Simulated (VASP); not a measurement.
CdF2: single point with PBE

The system is CdF2.

```
CELL_PARAMETERS angstrom
0.00000 2.72200 2.72200
2.72200 0.00000 2.72200
2.72200 2.72200 0.00000
ATOMIC_POSITIONS crystal
Cd 0.00000 0.00000 0.00000
F 0.25000 0.25000 0.25000
F 0.75000 0.75000 0.75000
```

```json
{"Program": "VASP 6.6.1", "Task": "single point", "Functional": "PBE", "Potentials or basis": "VASP PAW PBE potentials, release 64 (Cd_sv_GW, F)", "Cutoff": "600 eV", "k mesh": "6 × 6 × 6", "Occupations": "fermi-dirac, width 0.01 eV", "Spin": "no spin polarisation"}
```

The pressure is 1.2 GPa and the band gap on the k mesh is 2.99 eV, indirect (least direct gap 3.51 eV).

Levels at points of the mesh, in eV from the valence-band top:
```
           k point  band 14  band 15  band 16  band 17  band 18  band 19  band 20  band 21
(0.00, 0.00, 0.00)    -0.88    -0.52    -0.52    -0.52     2.99    12.57    12.57    12.57
(0.50, 0.00, 0.00)    -1.71    -1.71    -0.40    -0.40     6.97     9.07    14.26    14.26
(0.50, 0.50, 0.00)    -2.78    -0.43    -0.07    -0.07     7.78     9.52    11.89    14.03
```

It took 18 s on 1 thread of AMD EPYC 7R13 Processor (Zen 3), on a shared host, peak memory 0.16 GiB.

A k mesh can miss the band edges. As with any semilocal functional, this PBE gap is likely too small.
